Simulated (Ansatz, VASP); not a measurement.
**Two plane-wave programs on AgI3**

```xyz
8
Lattice="9.2536 0.0000 0.0000 -4.6268 8.0139 0.0000 0.0000 0.0000 4.0448" Properties=species:S:1:pos:R:3 pbc="T T T"
Ag    0.0000    5.3426    1.0112
Ag    4.6268    2.6713    3.0336
I     4.6268    4.8617    1.0112
I    -1.8969    6.4378    3.0336
I     2.7299    1.5761    1.0112
I     0.0000    3.1522    3.0336
I     6.5237    1.5761    1.0112
I     1.8969    6.4378    3.0336
```

Alike in both runs: functional PBE; k mesh 6 × 6 × 6; occupations gaussian, width 0.1 eV; no spin polarisation.

Ansatz relaxed the structure, and its values are those at the end. VASP's run is a single point on that final structure, the one shown.

|  | VASP | Ansatz |
| --- | --- | --- |
| version | VASP 6.6.1 | Ansatz 0.2.0 |
| potentials or method | VASP PAW PBE potentials, release 64 (Ag, I), cutoff 520 eV | scalar-relativistic, plane waves, PAW |
| valence electrons in the cell | 64 | 140 |

|  | VASP | Ansatz | Ansatz less VASP |
| --- | --- | --- | --- |
| gap on the k mesh at the Fermi level (eV) | none | none | - |
| pressure (GPa) | 0.0 | 0.0 | +0.04 |

A gap of «none» marks a metal or a gap that the smearing closes. VASP's potentials hold 64 valence electrons a cell and Ansatz's 140, so a difference there can come from the potentials and not from the codes.

Spin-orbit coupling is off throughout.
